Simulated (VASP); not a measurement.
Set up this calculation in VASP 6.6.1, as the native input.

```
Task                   : single point
Functional             : PBE
Potentials or basis    : VASP PAW PBE potentials, release 64 (Cs_sv, O)
Cutoff                 : 600 eV
k mesh                 : 3 × 3 × 3
Occupations            : gaussian, width 0.1 eV
Spin                   : no spin polarisation
Dipole correction      : no
Further INCAR settings : ALGO = Normal; EDIFF = 1e-06; NBANDS = 50
```

The structure of Cs3O2 lies in POSCAR:

```
Cs3O2
1.0
    3.6571476085      2.1114551562      6.6565578435
   -3.6571476085      2.1114551562      6.6565578435
    0.0000000000     -4.2229103125      6.6565578435
Cs O
6 4
Direct
    0.0562500000      0.4437500000      0.7500000000
    0.7500000000      0.0562500000      0.4437500000
    0.4437500000      0.7500000000      0.0562500000
    0.9437500000      0.5562500000      0.2500000000
    0.2500000000      0.9437500000      0.5562500000
    0.5562500000      0.2500000000      0.9437500000
    0.8521800000      0.8521800000      0.8521800000
    0.6478200000      0.6478200000      0.6478200000
    0.1478200000      0.1478200000      0.1478200000
    0.3521800000      0.3521800000      0.3521800000
```

The input as run:

INCAR

```
ALGO = Normal ; EDIFF = 1E-6
ENCUT = 600 ; GGA = PE
GGA_COMPAT = False ; ISIF = 2
ISMEAR = 0 ; LASPH = True
LCHARG = True ; LELF = True
LREAL = False ; LVHAR = True
LWAVE = False ; NBANDS = 50
NELM = 120 ; PREC = Accurate
SIGMA = 0.1
```

KPOINTS

```
k-points
0
Gamma
  3 3 3
```

Potentials or basis: VASP PAW PBE potentials, release 64 (Cs_sv, O).

Launch:

```console
$ cat potpaw_PBE.64/Cs_sv/POTCAR potpaw_PBE.64/O/POTCAR > POTCAR
$ mpirun -np 1 vasp_std > vasp.out
```

It gave:

```yaml
Pressure: 1.2 GPa
Largest_force: 0.043 eV/Å
Band_gap_on_the_k_mesh: zero (bands 39 and 40 overlap by 0.22 eV)
```

Caveat: spin-orbit coupling is left out, which moves the levels of the heavy elements.

Run time: 3.5 min on 1 thread of Intel Xeon 8259CL, on a shared host, peak memory 0.59 GiB.
